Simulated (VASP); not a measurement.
# VN (Fm-3m) in VASP: a series of runs, part 2 of 2

VASP 6.6.1. Earlier steps stand in the parts before.

## 3. Relaxation of the atoms, PBE, collinear spin, ferromagnetic start (8.44 Å³/atom)

This run uses another cell than the first one, of 8.44 Å³/atom.

Contents of INCAR:

```
SYSTEM = VN
PREC = Accurate ; ENCUT = 520
EDIFF = 1E-7 ; ISMEAR = -1
SIGMA = 0.05 ; LREAL = .False.
LASPH = .True. ; NELM = 200
ALGO = Normal ; ISIF = 2
LWAVE = .False. ; LCHARG = .False.
ISPIN = 2 ; MAGMOM = 2 0
LORBIT = 11 ; LMAXMIX = 4
GGA = PE ; IBRION = 2
NSW = 80 ; EDIFFG = -0.02
GGA_COMPAT = .False. ; NELMIN = 4
KPAR = 4
```

Contents of KPOINTS:

```
Automatic mesh
0
Gamma
  19 19 19
  0 0 0
```

Contents of POSCAR:

```
VN
1.0
    0.0000000000      2.0361046886      2.0361046886
    2.0361046886      0.0000000000      2.0361046886
    2.0361046886      2.0361046886      0.0000000000
V N
1 1
Direct
    0.0000000000      0.0000000000      0.0000000000
    0.5000000000      0.5000000000      0.5000000000
```

Potentials or basis: VASP PAW PBE potentials, release 64 (V_sv, N).

The run is started by

```console
cat potpaw_PBE.64/V_sv/POTCAR potpaw_PBE.64/N/POTCAR > POTCAR
mpirun -np 4 vasp_std > vasp.out
```

OUTCAR:

```text
SYSTEM = VN
   PREC = Accurate
   ENCUT = 520
   EDIFF = 1E-7
   ISMEAR = -1
   LREAL = .False.
   LASPH = .True.
   NELM = 200
   ISIF = 2
   ISPIN = 2
   LORBIT = 11
   GGA = PE
   IBRION = 2
   NSW = 80
   EDIFFG = -0.02
   NELMIN = 4

 ion  position               nearest neighbor table
   1  0.000  0.000  0.000-   2 2.04   2 2.04   2 2.04   2 2.04   2 2.04   2 2.04
   2  0.500  0.500  0.500-   1 2.04   1 2.04   1 2.04   1 2.04   1 2.04   1 2.04

  LATTYP: Found a face centered cubic cell.
 ALAT       =     4.0722093772

  Lattice vectors:

 A1 = (   0.0000000000,   2.0361046886,   2.0361046886)
 A2 = (   2.0361046886,   0.0000000000,   2.0361046886)
 A3 = (   2.0361046886,   2.0361046886,   0.0000000000)

Analysis of symmetry for initial positions (statically):
=====================================================================
 Subroutine PRICEL returns:
 Original cell was already a primitive cell.

 Routine SETGRP: Setting up the symmetry group for a
 face centered cubic supercell.

 Subroutine GETGRP returns: Found 48 space group operations
 (whereof 48 operations were pure point group operations)
 out of a pool of 48 trial point group operations.

The static configuration has the point symmetry O_h .

Analysis of symmetry for dynamics (positions and initial velocities):
=====================================================================
 Subroutine PRICEL returns:
 Original cell was already a primitive cell.

 Routine SETGRP: Setting up the symmetry group for a
 face centered cubic supercell.

 Subroutine GETGRP returns: Found 48 space group operations
 (whereof 48 operations were pure point group operations)
 out of a pool of 48 trial point group operations.

The dynamic configuration has the point symmetry O_h .

Analysis of structural, dynamic, and magnetic symmetry:
=====================================================================
 Subroutine PRICEL returns:
[... 179 lines left out ...]
      9      10.9031      1.00000
     10      10.9031      1.00000
     11      10.9031      1.00000
     12      12.0284      0.99995
     13      12.0284      0.99995
     14      18.9208      0.00000
[... 379 lines left out ...]
      3     -26.5752      1.00000
      4     -26.5504      1.00000
      5      -4.2233      1.00000
      6       5.6371      1.00000
      7       7.0372      1.00000
      8       7.3026      1.00000
      9      12.0231      0.99996
     10      12.3014      0.98857
     11      12.8962      0.00059
     12      15.4468      0.00000
     13      16.3782      0.00000
     14      20.7712      0.00000

 [... further k-points ...]

 spin component 2

 k-point     1 :       0.0000    0.0000    0.0000
  band No.  band energies     occupation
      1     -52.9125      1.00000
      2     -26.5256      1.00000
      3     -26.5256      1.00000
      4     -26.5256      1.00000
      5      -5.7331      1.00000
      6      10.2128      1.00000
      7      10.2128      1.00000
      8      10.2128      1.00000
      9      10.9032      1.00000
     10      10.9032      1.00000
     11      10.9032      1.00000
     12      12.0286      0.99995
     13      12.0286      0.99995
     14      18.9208      0.00000
[... 379 lines left out ...]
      3     -26.5750      1.00000
      4     -26.5503      1.00000
      5      -4.2233      1.00000
      6       5.6372      1.00000
      7       7.0373      1.00000
      8       7.3026      1.00000
      9      12.0233      0.99996
     10      12.3015      0.98854
     11      12.8963      0.00059
     12      15.4469      0.00000
     13      16.3782      0.00000
     14      20.7712      0.00000

 [... further k-points ...]
[... 5 lines left out ...]
  --------------------------------------------------------------------------------------
  -------------------------------------------------------------------------------------
  Total        1.2568251      1.2568251      1.2568251      0.0000000     -0.0000000      0.0000000
  in kB      119.2765595    119.2765595    119.2765595      0.0000000     -0.0000000      0.0000000
  external PRESSURE =     119.2765595 kB  Pullay stress =       0.0000000 kB

 VOLUME and BASIS-vectors are now :
 -----------------------------------------------------------------------------
  energy-cutoff  :      520.00
  volume of cell :       16.88
      direct lattice vectors                 reciprocal lattice vectors
     0.000000000  2.036104689  2.036104689    -0.245566941  0.245566941  0.245566941
     2.036104689  0.000000000  2.036104689     0.245566941 -0.245566941  0.245566941
     2.036104689  2.036104689  0.000000000     0.245566941  0.245566941 -0.245566941

 POSITION                                       TOTAL-FORCE (eV/Angst)
 -----------------------------------------------------------------------------------
      0.00000      0.00000      0.00000        -0.000000      0.000000      0.000000
      2.03610      2.03610      2.03610         0.000000      0.000000     -0.000000
 -----------------------------------------------------------------------------------
    total drift:                                0.000000     -0.000000     -0.000000

  FREE ENERGIE OF THE ION-ELECTRON SYSTEM (eV)
  ---------------------------------------------------
  free  energy   TOTEN  =       -19.2851222762 eV

  energy  without entropy=      -19.2711249258  energy(sigma->0) =      -19.27812360

 reached required accuracy - stopping structural energy minimisation

 total charge

# of ion       s       p       d       tot
------------------------------------------
    1        2.249   6.301   3.201  11.750
    2        1.249   2.538   0.000   3.787
--------------------------------------------------
tot          3.497   8.839   3.201  15.537

 magnetization (x)

# of ion       s       p       d       tot
------------------------------------------
    1        0.000   0.000   0.000   0.000
    2       -0.000  -0.000   0.000  -0.000
--------------------------------------------------
tot          0.000  -0.000   0.000   0.000
```

CONTCAR:

```text
VN
   1.00000000000000
     0.0000000000000000    2.0361046886000000    2.0361046886000000
     2.0361046886000000    0.0000000000000000    2.0361046886000000
     2.0361046886000000    2.0361046886000000    0.0000000000000000
  V               N
     1     1
Direct
     0.0000000000000000    0.0000000000000000    0.0000000000000000
     0.5000000000000000    0.5000000000000000    0.5000000000000000

  0.00000000E+00  0.00000000E+00  0.00000000E+00
  0.00000000E+00  0.00000000E+00  0.00000000E+00
```

Wall time 58 s (4 MPI ranks of AMD EPYC 7R13 (Zen 3), shared host); peak memory 0.18 GiB.

Results:

* Free energy: -19.2851 eV
* Pressure after relaxing: 11.9 GPa
* Band gap on the k mesh: zero (filled and empty bands overlap)
* Net moment: 0.00 μB per cell
* Valence electrons inside the program's atomic spheres: V 11.75; N 3.79

Final structure:
```yaml
crystal:
  lattice:
    - [0.00000, 2.03610, 2.03610]
    - [2.03610, 0.00000, 2.03610]
    - [2.03610, 2.03610, 0.00000]
  atoms:
    - { symbol: V, position: [0.00000, 0.00000, 0.00000] }
    - { symbol: N, position: [0.50000, 0.50000, 0.50000] }
```

Caveat: the relaxation stopped at its first step, so nothing moved. With open d or f shells a metallic result of PBE can be an artefact of self-interaction; +U or a hybrid may open a gap.

## 4. Relaxation of the atoms, PBE, collinear spin, ferromagnetic start (8.27 Å³/atom)

This run uses another cell than the first one, of 8.27 Å³/atom.

Contents of INCAR:

```
ALGO = Normal
EDIFF = 1E-7
EDIFFG = -0.02
ENCUT = 520
GGA = PE
GGA_COMPAT = False
IBRION = 2
ISIF = 2
ISMEAR = -1
ISPIN = 2
KPAR = 4
LASPH = True
LCHARG = False
LMAXMIX = 4
LORBIT = 11
LREAL = False
LWAVE = False
MAGMOM = 2 0
NELM = 200
NELMIN = 4
NSW = 80
PREC = Accurate
SIGMA = 0.05
```

Contents of KPOINTS:

```
k-points
0
Gamma
  19 19 19
```

Contents of POSCAR:

```
VN
1.0
    0.0000000000      2.0218657284      2.0218657284
    2.0218657284      0.0000000000      2.0218657284
    2.0218657284      2.0218657284      0.0000000000
V N
1 1
Direct
    0.0000000000      0.0000000000      0.0000000000
    0.5000000000      0.5000000000      0.5000000000
```

The run is started by

```console
cat potpaw_PBE.64/V_sv/POTCAR potpaw_PBE.64/N/POTCAR > POTCAR
mpirun -np 4 vasp_std > vasp.out
```

Run time: 26 s. Hardware: 4 MPI ranks of Intel Xeon Platinum 8375C at 2.90GHz (Ice Lake), shared host; peak memory 0.2 GiB.

It converged, with:

```
Free energy                                           : -19.2498 eV
Pressure after relaxing                               : 20.0 GPa
Band gap on the k mesh                                : zero (filled and empty bands overlap)
Net moment                                            : 0.00 μB per cell
Valence electrons inside the program's atomic spheres : V 11.80; N 3.80
```

Final structure:
```
CELL_PARAMETERS angstrom
0.00000 2.02187 2.02187
2.02187 0.00000 2.02187
2.02187 2.02187 0.00000
ATOMIC_POSITIONS crystal
V 0.00000 0.00000 0.00000
N 0.50000 0.50000 0.50000
```

Levels at points of the mesh, in eV from the Fermi level:
Spin up:
```csv
k point,band 5,band 6,band 7,band 8,band 9,band 10,band 11,band 12,band 13,band 14
"(0.00, 0.00, 0.00)",-18.43,-2.36,-2.36,-2.36,-1.68,-1.68,-1.68,-0.51,-0.51,6.65
```
Spin down:
| k point | band 5 | band 6 | band 7 | band 8 | band 9 | band 10 | band 11 | band 12 | band 13 | band 14 |
| --- | --- | --- | --- | --- | --- | --- | --- | --- | --- | --- |
| (0.00, 0.00, 0.00) | -18.43 | -2.36 | -2.36 | -2.36 | -1.68 | -1.68 | -1.68 | -0.51 | -0.51 | 6.65 |

Caveat: the relaxation stopped at its first step, so nothing moved. With open d or f shells a metallic result of PBE can be an artefact of self-interaction; +U or a hybrid may open a gap.

## 5. The runs side by side

| cell | gap on the mesh (eV) | pressure (GPa) | moment (μB) |
| --- | --- | --- | --- |
| atoms relaxed from a = 2.976 Å, angles 60.0°, 2 atoms | none | -17.4 | 0.00 |
| atoms relaxed from a = 2.879 Å, angles 60.0°, 2 atoms | none | 11.9 | 0.00 |
| atoms relaxed from a = 2.859 Å, angles 60.0°, 2 atoms | none | 20.0 | 0.00 |

Alike in all rows: task relaxation of the atoms; level PBE; potentials or basis VASP PAW PBE potentials, release 64 (V_sv, N); spin collinear, ferromagnetic start; k mesh 19 × 19 × 19; cutoff (eV) 520; smearing fermi-dirac 0.05 eV.

Caveats: the relaxation stopped at its first step, so nothing moved.

Absolute energies hang on the potentials; compare differences alone.
